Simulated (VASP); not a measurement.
# Sb (I4/mcm) in VASP: notebook

The runs below take Sb through relaxation of cell and atoms, with PBEsol.

All numbers are computed with VASP 6.6.1; they aren't measurements. Logs are shortened: lines on timing, memory, paths and dates and some standing lists are left out, and cuts for length are marked.

## (1) The cell of the first run

The structure is tetragonal, space group I4/mcm (No. 140). The conventional cell has a = 8.060 Å, b = 8.060 Å, c = 4.051 Å, α = 90.00°, β = 90.00°, γ = 90.00°. Sb (site symmetry m2m) has 7 Sb at 3.03 to 3.45 Å within 4.0 Å.

## (2) Relaxation of cell and atoms, PBEsol

INCAR reads:

```
PREC = Accurate
ENCUT = 600
EDIFF = 1E-7
ISMEAR = -1
SIGMA = 0.05
LREAL = F
LASPH = T
NELM = 60
ALGO = Normal
ISIF = 3
LWAVE = F
LCHARG = F
GGA = PS
IBRION = 2
NSW = 60
EDIFFG = -0.01
```

KPOINTS reads:

```
Automatic mesh
0
Gamma
  7 7 7
```

POSCAR reads:

```
Sb
1.0
   -4.0300106443      4.0300106443      2.0254867038
    4.0300106443     -4.0300106443      2.0254867038
    4.0300106443      4.0300106443     -2.0254867038
Sb
4
Direct
    0.6512630600      0.1512630600      0.8025261200
    0.1512630600      0.3487369400      0.5000000000
    0.3487369400      0.8487369400      0.1974738800
    0.8487369400      0.6512630600      0.5000000000
```

Potentials or basis: VASP PAW PBE potentials, release 64 (Sb).

Launch:

```console
> cat potpaw_PBE.64/Sb/POTCAR > POTCAR
> mpirun -np 1 vasp_std > vasp.out
```

OUTCAR:

```text
PREC = Accurate
   ENCUT = 600
   EDIFF = 1E-7
   ISMEAR = -1
   LREAL = F
   LASPH = T
   NELM = 60
   ISIF = 3
   GGA = PS
   IBRION = 2
   NSW = 60
   EDIFFG = -0.01

 ion  position               nearest neighbor table
   1  0.651  0.151  0.803-   3 3.03   3 3.03   2 3.17   4 3.17   2 3.17   4 3.17   3 3.45
   2  0.151  0.349  0.500-   4 3.03   4 3.03   1 3.17   3 3.17   1 3.17   3 3.17   4 3.45
   3  0.349  0.849  0.197-   1 3.03   1 3.03   2 3.17   4 3.17   4 3.17   2 3.17   1 3.45
   4  0.849  0.651  0.500-   2 3.03   2 3.03   1 3.17   3 3.17   3 3.17   1 3.17   2 3.45

  LATTYP: Found a body centered tetragonal cell.
 ALAT       =     8.0600212886
 C/A-ratio  =     0.5026008322

  Lattice vectors:

 A1 = (  -4.0300106443,   4.0300106443,   2.0254867038)
 A2 = (   4.0300106443,  -4.0300106443,   2.0254867038)
 A3 = (   4.0300106443,   4.0300106443,  -2.0254867038)

Analysis of symmetry for initial positions (statically):
=====================================================================
 Subroutine PRICEL returns:
 Original cell was already a primitive cell.

 Routine SETGRP: Setting up the symmetry group for a
 body centered tetragonal supercell.

 Subroutine GETGRP returns: Found 16 space group operations
 (whereof  8 operations were pure point group operations)
 out of a pool of 16 trial point group operations.

The static configuration has the point symmetry C_4h.
 The point group associated with its full space group is D_4h.

Analysis of symmetry for dynamics (positions and initial velocities):
=====================================================================
 Subroutine PRICEL returns:
 Original cell was already a primitive cell.

 Routine SETGRP: Setting up the symmetry group for a
 body centered tetragonal supercell.

 Subroutine GETGRP returns: Found 16 space group operations
 (whereof  8 operations were pure point group operations)
 out of a pool of 16 trial point group operations.

The dynamic configuration has the point symmetry C_4h.
 The point group associated with its full space group is D_4h.

 Subroutine INISYM returns: Found 16 space group operations
 (whereof  8 operations are pure point group operations),
 and found     1 'primitive' translations

----------------------------------------------------------------------------------------

                                     Primitive cell

  volume of cell :     131.5836

  direct lattice vectors                    reciprocal lattice vectors
    -4.030010644  4.030010644  2.025486704     0.000000000  0.124069151  0.246854249
     4.030010644 -4.030010644  2.025486704     0.124069151  0.000000000  0.246854249
     4.030010644  4.030010644 -2.025486704     0.124069151  0.124069151  0.000000000

  length of vectors
     6.048517833  6.048517833  6.048517833     0.276279161  0.276279161  0.175460276

  position of ions in fractional coordinates (direct lattice)
     0.651263060  0.151263060  0.802526120
     0.151263060  0.348736940  0.500000000
     0.348736940  0.848736940  0.197473880
     0.848736940  0.651263060  0.500000000

  ion indices of the primitive-cell ions
   primitive index   ion index
                 1           1
                 2           2
                 3           3
                 4           4

----------------------------------------------------------------------------------------

 KPOINTS: Automatic mesh

Automatic generation of k-mesh.
 Grid dimensions read from file:
 generate k-points for:    7    7    7

 Generating k-lattice:

  Cartesian coordinates                     Fractional coordinates (reciprocal lattice)
     0.000000000  0.017724164  0.035264893     0.142857143  0.000000000  0.000000000
     0.017724164  0.000000000  0.035264893     0.000000000  0.142857143  0.000000000
     0.017724164  0.017724164  0.000000000     0.000000000  0.000000000  0.142857143

  Length of vectors
     0.039468452  0.039468452  0.025065754

  Shift w.r.t. Gamma in fractional coordinates (k-lattice)
     0.000000000  0.000000000  0.000000000

 Subroutine IBZKPT returns following result:
 ===========================================

 Found     40 irreducible k-points:

 Following reciprocal coordinates:
            Coordinates               Weight
  0.000000  0.000000  0.000000      1.000000
  0.142857  0.000000 -0.000000      8.000000
  0.285714  0.000000 -0.000000      8.000000
  0.428571  0.000000 -0.000000      8.000000
  0.142857  0.142857  0.000000      8.000000
  0.285714  0.142857 -0.000000     16.000000
[... 16 lines left out ...]
 -0.142857  0.285714  0.142857      8.000000
 -0.428571  0.428571  0.142857      8.000000
 [... further k-points ...]
   k-points           NKPTS =     40   k-points in BZ     NKDIM =     40   number of bands    NBANDS=     14
   number of dos      NEDOS =    301   number of ions     NIONS =      4
   total plane-waves  NPLWV = 110592
   dimension x,y,z NGX =    48 NGY =   48 NGZ =   48
   dimension x,y,z NGXF=    96 NGYF=   96 NGZF=   96
   ions per type =               4
   NGX,Y,Z   is equivalent  to a cutoff of  13.19, 13.19, 13.19 a.u.
   NGXF,Y,Z  is equivalent  to a cutoff of  26.39, 26.39, 26.39 a.u.
 SYSTEM =  unknown system
   PREC   = accura    normal or accurate (medium, high low for compatibility)
   ISTART =      0    job   : 0-new  1-cont  2-samecut
   ICHARG =      2    charge: 1-file 2-atom 10-const
   ISPIN  =      1    spin polarized calculation?
   LNONCOLLINEAR =      F non collinear calculations
   LSORBIT =      F    spin-orbit coupling
   LASPH  =      T    aspherical Exc in radial PAW
   ENCUT  =  600.0 eV  44.10 Ry    6.64 a.u.  12.08 12.08 12.08*2*pi/ulx,y,z
   NELM   =     60;   NELMIN=  2; NELMDL= -5     # of ELM steps
   EDIFF  = 0.1E-06   stopping-criterion for ELM
   LREAL  =      F    real-space projection
   EDIFFG = -.1E-01   stopping-criterion for IOM
   NSW    =     60    number of steps for IOM
   IBRION =      2    ionic relax: 0-MD 1-quasi-New 2-CG
   NFREE  =      1    steps in history (QN), initial steepest desc. (CG)
   ISIF   =      3    stress and relaxation
   ISYM   =      2    0-nonsym 1-usesym 2-fastsym
   POTIM  = 0.5000    time-step for ionic-motion
   TEBEG  =    0.0;   TEEND  =   0.0 temperature during run
   PSTRESS=    0.0 pullay stress
   NELECT =      20.0000    total number of electrons
   NUPDOWN=      -1.0000    fix difference up-down
   EMIN   =  10.00;   EMAX   =-10.00  energy-range for DOS
   EFERMI =   0.00;   METHOD = LEGACY
   ISMEAR =    -1;   SIGMA  =   0.05  broadening in eV -4-tet -1-fermi 0-gaus
   EFERMI_NEDOS =   21; number of points for ismear=-14 and -15
   IALGO  =     38    algorithm
   IMIX   =      4    mixing-type and parameters
     AMIX     =   0.40;   BMIX     =  1.00
     AMIX_MAG =   1.60;   BMIX_MAG =  1.00
  volume/ion in A,a.u.               =      32.90       221.99
  Fermi-wavevector in a.u.,A,eV,Ry     =   0.873677  1.651010 10.385484  0.763312
  Thomas-Fermi vector in A             =   1.993101
   LORBIT       =      0    0 simple, 1 ext, 2 COOP (PROOUT), +10 PAW based schemes
   GGA     = PS    functional components
   LHFCALC =     F    Hartree Fock is set to
   AEXX    =    0.0000 exact exchange contribution
   IVDW    =     0    specifies the selected vdW correction
   LEPSILON=     F    determine dielectric tensor
   LRPA    =     F    only Hartree local field effects (RPA)
 conjugate gradient relaxation of ions
 non-spin polarized calculation
  energy-cutoff  :      600.00
  volume of cell :      131.58
 maximum number of plane-waves:      4413
   NGX = 25   NGY = 25   NGZ = 25

--------------------------------------- Ionic step        1  -------------------------------------------

 number of electron      20.0000002 magnetization

 Free energy of the ion-electron system (eV)
  ---------------------------------------------------
  ext. energy  EPLUGINS =         0.00000000
  ---------------------------------------------------
  free energy    TOTEN  =       -17.17703490 eV

  energy without entropy =      -17.15176018  energy(sigma->0) =      -17.16439754

------------------------ aborting loop because EDIFF is reached ----------------------------------------

  FORCE on cell =-STRESS in cart. coord.  units (eV):
  Direction    XX          YY          ZZ          XY          YZ          ZX
  --------------------------------------------------------------------------------------
  -------------------------------------------------------------------------------------
  Total       -0.6204472     -0.6204472     -0.4443495      0.0000000      0.0000000     -0.0000000
  in kB       -7.5546381     -7.5546381     -5.4104518      0.0000000      0.0000000     -0.0000000
  external PRESSURE =      -6.8399093 kB  Pullay stress =       0.0000000 kB
[... 137 lines left out ...]
  energy  without entropy=      -17.1586165099  energy(sigma->0) =      -17.17042536

--------------------------------------- Ionic step        5  -------------------------------------------

 number of electron      20.0000000 magnetization

 Free energy of the ion-electron system (eV)
  ---------------------------------------------------
  ext. energy  EPLUGINS =         0.00000000
  ---------------------------------------------------
  free energy    TOTEN  =       -17.18292750 eV

  energy without entropy =      -17.16141702  energy(sigma->0) =      -17.17217226

 E-fermi :   6.1357     XC(G=0):  -9.1928

 val. band max:        6.0979772059   @ k =  -0.1429   0.1429   0.1429
 cond. band min:       6.1754767070   @ k =  -0.1429   0.2857   0.1429
 fundamental gap:      0.0774995011
 Fermi energy:         6.1357348676

 k-point     1 :       0.0000    0.0000    0.0000
  band No.  band energies     occupation
      1      -6.4822      2.00000
      2      -2.9663      2.00000
      3      -1.7764      2.00000
      4      -1.7764      2.00000
      5       1.2969      2.00000
      6       4.6122      2.00000
      7       4.9410      2.00000
      8       5.0197      2.00000
      9       5.0197      2.00000
     10       5.1211      2.00000
     11       5.1211      2.00000
     12       5.5987      1.99996
     13       8.7337      0.00000
     14       8.7337      0.00000
[... 375 lines left out ...]
 k-point    24 :      -0.4286    0.4286    0.1429
  band No.  band energies     occupation
      1      -5.8810      2.00000
      2      -4.4683      2.00000
      3      -2.5719      2.00000
      4      -0.4315      2.00000
      5       2.6673      2.00000
      6       3.5116      2.00000
      7       3.5869      2.00000
      8       4.3289      2.00000
      9       5.4118      2.00000
     10       6.2934      0.08188
     11       6.5290      0.00077
     12       7.8225      0.00000
     13       8.2224      0.00000
     14       9.2298      0.00000

 [... further k-points ...]
[... 5 lines left out ...]
  --------------------------------------------------------------------------------------
  -------------------------------------------------------------------------------------
  Total        0.0173019      0.0173019     -0.0106683      0.0000000      0.0000000      0.0000000
  in kB        0.2140912      0.2140912     -0.1320090      0.0000000      0.0000000      0.0000000
  external PRESSURE =       0.0987245 kB  Pullay stress =       0.0000000 kB
[... 19 lines left out ...]
  FREE ENERGIE OF THE ION-ELECTRON SYSTEM (eV)
  ---------------------------------------------------
  free  energy   TOTEN  =       -17.1829274965 eV

  energy  without entropy=      -17.1614170166  energy(sigma->0) =      -17.17217226

 reached required accuracy - stopping structural energy minimisation
```

Wall time 6.6 min (1 thread of Intel Xeon 6975P-C, shared host); peak memory 0.37 GiB.

What came out:

* Free energy: -17.1829 eV
* Relaxed volume: 32.37 Å³/atom
* Relaxed cell: a = 5.997 Å, b = 5.997 Å, c = 5.997 Å, α = 96.61°, β = 96.61°, γ = 140.34°
* Space group after relaxing (to 0.05 Å): I4/mcm (No. 140)
* Energy gained by relaxing: 1.5 meV/atom
* Ionic steps: 5
* Pressure after relaxing: 0.0 GPa
* Largest force after relaxing: 0.004 eV/Å
* Band gap on the k mesh: zero (band 10 reaches 6.72 eV, above the bottom of band 11 at 5.12 eV)

Forces in eV/Å, atoms in the order of the input:
```
Sb   0.003  0.003  0.000
Sb  -0.003  0.003  0.000
Sb  -0.003 -0.003  0.000
Sb   0.003 -0.003  0.000
```

The path:
| step | energy change (eV) | largest force (eV/Å) | pressure (GPa) | volume (Å³) |
| --- | --- | --- | --- | --- |
| 1 | 0.0000 | 0.0524 | -0.68 | 131.58 |
| 2 | -0.0035 | 0.0069 | 0.38 | 128.93 |
| 3 | -0.0043 | 0.0214 | 0.05 | 129.73 |
| 4 | -0.0052 | 0.0140 | 0.03 | 129.65 |
| 5 | -0.0059 | 0.0042 | 0.01 | 129.48 |

Final structure:
```cif
data_structure
_symmetry_space_group_name_H-M 'P 1'
_symmetry_Int_Tables_number 1
_cell_length_a 5.9967
_cell_length_b 5.9967
_cell_length_c 5.9967
_cell_angle_alpha 96.609
_cell_angle_beta 96.609
_cell_angle_gamma 140.337
_cell_volume 129.48
loop_
_atom_site_label
_atom_site_type_symbol
_atom_site_fract_x
_atom_site_fract_y
_atom_site_fract_z
_atom_site_occupancy
Sb1 Sb 0.65078 0.15078 0.80155 1
Sb2 Sb 0.15078 0.34922 0.50000 1
Sb3 Sb 0.34922 0.84922 0.19845 1
Sb4 Sb 0.84922 0.65078 0.50000 1
```

Caveat: the PAW data sets were made with another functional, which shifts forces and pressure a little; spin-orbit coupling is left out, which moves the levels of the heavy elements.

## (3) Relaxation of cell and atoms, PBEsol, target pressure 2 GPa, at which the enthalpy is minimised

INCAR reads:

```
ALGO = Normal
EDIFF = 1E-6
EDIFFG = -0.01
ENCUT = 600
GGA = PS
IBRION = 2
ISIF = 3
ISMEAR = -1
LASPH = T
LCHARG = F
LREAL = F
LWAVE = F
NELM = 100
NSW = 60
PREC = Accurate
PSTRESS = 20.0
SIGMA = 0.05
```

KPOINTS reads:

```
k-points
0
Gamma
  7 7 7
```

POSCAR is that of step 2.

Potentials or basis: VASP PAW PBE potentials, release 64 (Sb).

Launch:

```console
> cat potpaw_PBE.64/Sb/POTCAR > POTCAR
> mpirun -np 1 vasp_std > vasp.out
```

It took 10 min on 1 thread of Intel Xeon 6975P-C, shared host; peak memory 0.37 GiB.

The run converged. Its results:

```yaml
Free_energy: -17.1533 eV
Relaxed_volume: 31.13 Å³/atom
Relaxed_cell: a = 5.900 Å, b = 5.900 Å, c = 5.900 Å, α = 96.79°, β = 96.79°, γ = 139.76°
Space_group_after_relaxing_to_0.05_Å: I4/mcm (No. 140)
Energy_change_on_relaxing_the_enthalpy_is_what_falls: +5.9 meV/atom
Ionic_steps: 10
Pressure_after_relaxing: 2.0 GPa
Band_gap_on_the_k_mesh: zero (band 10 reaches 7.07 eV, above the bottom of band 11 at 5.43 eV)
```

The path:
```
step  energy change (eV)  largest force (eV/Å)  pressure (GPa)  volume (Å³)
   1              0.0000                0.0524           -0.68       131.58
   2              0.0996                0.1082            4.20       121.37
   3              0.0227                0.0365            2.01       125.40
   4              0.0212                0.0276            2.01       125.09
   5              0.0251                0.0128            2.03       124.43
   6              0.0243                0.0135            2.03       124.49
   7              0.0246                0.0133            2.03       124.47
   8              0.0229                0.0044            1.96       124.60
   9              0.0232                0.0059            1.96       124.58
  10              0.0237                0.0006            1.99       124.54
```

Final structure:
```
Sb
1.0
    -3.91706    3.91706    2.02919
     3.91706   -3.91706    2.02919
     3.91706    3.91706   -2.02919
Sb
4
Direct
  0.65167 0.15167 0.80334
  0.15167 0.34833 0.50000
  0.34833 0.84833 0.19666
  0.84833 0.65167 0.50000
```

Levels at points of the mesh, in eV from the Fermi level:
```csv
k point,band 8,band 9,band 10,band 11,band 12,band 13
"(0.00, 0.00, 0.00)",-1.18,-1.18,-1.13,-1.13,-0.61,2.55
```

Caveat: the cell is relaxed towards a set pressure, so the enthalpy falls and the energy may rise; the PAW data sets were made with another functional, which shifts forces and pressure a little; spin-orbit coupling is left out, which moves the levels of the heavy elements.
